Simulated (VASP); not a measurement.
A run of VASP 6.6.1 is set up as follows.

File INCAR:

```
PREC = Accurate
ENCUT = 520
EDIFF = 1E-6
ISMEAR = 0
SIGMA = 0.1
LREAL = F
LASPH = T
NELM = 60
ALGO = Normal
ISIF = 2
LWAVE = F
LCHARG = F
GGA = PE
NBANDS = 28
```

File KPOINTS:

```
regular mesh
0
Gamma
  6 6 4
```

The input POSCAR:

```
Ru2C3
1.0
    3.2804105909      0.0000000000      0.0000000000
   -1.6402052954      2.8409189065      0.0000000000
    0.0000000000      0.0000000000      5.1037860208
Ru C
2 3
Direct
    0.3333333333      0.6666666667      0.2450000000
    0.6666666667      0.3333333333      0.7550000000
    0.0000000000      0.0000000000      0.0000000000
    0.3333333333      0.6666666667      0.6450000000
    0.6666666667      0.3333333333      0.3550000000
```

Potentials or basis: VASP PAW PBE potentials, release 64 (Ru_pv, C).

The run is started by

```console
$ cat potpaw_PBE.64/Ru_pv/POTCAR potpaw_PBE.64/C/POTCAR > POTCAR
$ mpirun -np 1 vasp_std > vasp.out
```

(1) Estimate the pressure.

(2) What does it give for the largest force?

(3) Predict the band gap on the k mesh.

Answers

(1) 15.2 GPa.

(2) 1.049 eV/Å.

(3) zero (band 20 reaches 11.51 eV, above the bottom of band 21 at 10.58 eV).

Caveat: the k points lie up to 0.37 Å⁻¹ apart; forces of over 1 eV/Å act on the atoms, so gaps and moduli don't describe the material at rest.
